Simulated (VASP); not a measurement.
Here is a VASP 6.6.1 calculation.

The input INCAR:

```
SYSTEM = Cd
ALGO     = Normal         ! electronic algorithm
EDIFF    = 1E-6           ! SCF threshold, eV
EDIFFG   = -0.01          ! ionic threshold
ENCUT    = 600            ! plane-wave cutoff, eV
GGA      = PE             ! functional
IBRION   = 2              ! ionic algorithm
ISIF     = 3              ! what is computed and relaxed
ISMEAR   = 0              ! smearing method
LASPH    = .TRUE.         ! aspherical terms in the spheres
LCHARG   = .FALSE.        ! write CHGCAR
LREAL    = .FALSE.        ! projectors in reciprocal space
LWAVE    = .FALSE.        ! write WAVECAR
NELM     = 100            ! most SCF steps
NSW      = 80             ! ionic steps
PREC     = Accurate       ! precision mode
SIGMA    = 0.1            ! smearing width, eV
```

File KPOINTS:

```
k-points
0
G
  14 14 14
  0 0 0
```

POSCAR

```
Cd
1.0
   -2.1033789255      2.1033789255      1.9654393695
    2.1033789255     -2.1033789255      1.9654393695
    2.1033789255      2.1033789255     -1.9654393695
Cd
1
Direct
    0.0000000000      0.0000000000      0.0000000000
```

Potentials or basis: VASP PAW PBE potentials, release 64 (Cd).

Command:

```sh
$ cat potpaw_PBE.64/Cd/POTCAR > POTCAR
$ mpirun -np 1 vasp_std > vasp.out
```

Predict the relaxed volume.

23.44 Å³/atom.

What does it give for the band gap on the k mesh?

Zero (band 6 reaches 4.51 eV, above the bottom of band 7 at -0.17 eV).

Step by step:
| step | energy change (eV) | largest force (eV/Å) | pressure (GPa) | volume (Å³) |
| --- | --- | --- | --- | --- |
| 1 | 0.0000 | 0.0000 | -3.56 | 34.78 |
| 2 | -0.0870 | 0.0000 | -3.80 | 31.03 |
| 3 | -0.1975 | 0.0000 | 4.16 | 21.42 |
| 4 | -0.2070 | 0.0000 | -2.11 | 25.26 |
| 5 | -0.2200 | 0.0000 | -0.51 | 23.77 |
| 6 | -0.2206 | 0.0000 | 0.04 | 23.38 |
| 7 | -0.2234 | 0.0000 | 0.07 | 23.32 |
| 8 | -0.2354 | 0.0000 | 0.20 | 23.13 |
| 9 | -0.2606 | 0.0000 | 0.81 | 22.66 |
| 10 | -0.0808 | 0.0000 | 11.42 | 21.30 |
| 11 | -0.2634 | 0.0000 | 1.15 | 22.57 |
| 12 | -0.2437 | 0.0000 | 4.38 | 21.98 |
| 13 | -0.2660 | 0.0000 | 1.55 | 22.47 |
| 14 | -0.2648 | 0.0000 | 2.67 | 22.24 |
| 15 | -0.2671 | 0.0000 | 1.90 | 22.38 |
| 16 | -0.2670 | 0.0000 | 2.14 | 22.33 |
| 17 | -0.2676 | 0.0000 | 2.12 | 22.38 |
| 18 | -0.2678 | 0.0000 | 2.12 | 22.40 |
| 19 | -0.2678 | 0.0000 | 2.13 | 22.46 |
| 20 | -0.2690 | 0.0000 | 1.90 | 22.55 |
| 21 | -0.2718 | 0.0000 | 1.26 | 22.85 |
| 22 | -0.2741 | 0.0000 | 0.02 | 23.44 |
| 23 | -0.2741 | 0.0000 | 0.00 | 23.46 |
| 24 | -0.2741 | 0.0000 | -0.01 | 23.46 |
| 25 | -0.2741 | 0.0000 | -0.01 | 23.44 |

Caveat: the volume moved by over 15 % at a fixed basis, so the end points are rough.
